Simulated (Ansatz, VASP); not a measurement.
Nb in VASP and in Ansatz

```
Nb
1.0
    -1.62311    1.62311    1.62311
     1.62311   -1.62311    1.62311
     1.62311    1.62311   -1.62311
Nb
1
Direct
  0.00000 0.00000 0.00000
```

Alike in both runs: task single point; functional LDA; k mesh 14 × 14 × 14; occupations fermi-dirac, width 0.01 eV; no spin polarisation.

|  | VASP | Ansatz |
| --- | --- | --- |
| version | VASP 6.6.1 | Ansatz 0.2.0 |
| potentials or method | VASP PAW LDA potentials, release 64 (Nb_sv), cutoff 520 eV | plane waves (420 eV) with PAW, scalar-relativistic |
| valence electrons in the cell | 13 | 13 |

Ansatz gave:

```
pressure (GPa) : 0.1
```

Problem. Which values does VASP return?

Solution. Pressure (GPa): -0.1.

Ansatz warns that its potentials were made for another functional, while VASP's fit it. LDA's correlation is that of Perdew and Zunger in VASP and of Perdew and Wang (1992) in Ansatz.
